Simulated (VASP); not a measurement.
Write the native input for VASP 6.6.1 that does the following.

```yaml
Task: relaxation of cell and atoms
Functional: PBEsol
Potentials_or_basis: VASP PAW PBE potentials, release 64 (Sb)
Cutoff: 600 eV
k_mesh: 6 × 6 × 6
Occupations: gaussian, width 0.1 eV
Spin: no spin polarisation
Target_pressure: 6.4 GPa
Dipole_correction: no
Further_INCAR_settings: ALGO = Normal; EDIFF = 1e-07; IBRION = 2; EDIFFG = -0.05; NSW = 80; ISIF = 3
```

The structure of Sb lies in POSCAR:

```
Sb
1.0
    2.0944069645      1.2092064248      3.5535001936
   -2.0944069645      1.2092064248      3.5535001936
    0.0000000000     -2.4184128495      3.5535001936
Sb
2
Direct
    0.2386342958      0.2386342958      0.2386342958
    0.7613657042      0.7613657042      0.7613657042
```

One way to write it, as run:

INCAR

```
SYSTEM = Sb
PREC = Accurate ; ENCUT = 600
EDIFF = 1E-7 ; ISMEAR = 0
SIGMA = 0.1 ; LREAL = .FALSE.
LASPH = .TRUE. ; NELM = 80
ALGO = Normal ; ISIF = 3
LWAVE = .FALSE. ; LCHARG = .FALSE.
GGA = PS ; IBRION = 2
NSW = 80 ; EDIFFG = -0.05
PSTRESS = 64.0
```

KPOINTS

```
Automatic mesh
0
G
  6 6 6
  0 0 0
```

Potentials or basis: VASP PAW PBE potentials, release 64 (Sb).

Launch:

```sh
$ cat potpaw_PBE.64/Sb/POTCAR > POTCAR
$ mpirun -np 1 vasp_std > vasp.out
```

It gave:

| Property | Result |
| --- | --- |
| Relaxed volume | 27.06 Å³/atom |
| Relaxed cell | a = 4.292 Å, b = 4.292 Å, c = 4.292 Å, α = 58.60°, β = 58.60°, γ = 58.60° |
| Space group after relaxing (to 0.05 Å) | R-3m (No. 166) |
| Energy change on relaxing (the enthalpy is what falls) | -3.1 meV/atom |
| Ionic steps | 4 |
| Pressure after relaxing | 6.3 GPa |
| Largest force after relaxing | 0.029 eV/Å |
| Band gap on the k mesh | zero (band 5 reaches 8.83 eV, above the bottom of band 6 at 8.19 eV) |

Caveat: the cell is relaxed towards a set pressure, so the enthalpy falls and the energy may rise; the PAW data sets were made with another functional, which shifts forces and pressure a little; spin-orbit coupling is left out, which moves the levels of the heavy elements; the relaxation stopped at a loose force limit of 0.05 eV/Å, so its end isn't a converged minimum.

It took 78 s on 1 thread of Intel Xeon 8259CL (shared host), peak memory 0.2 GiB.
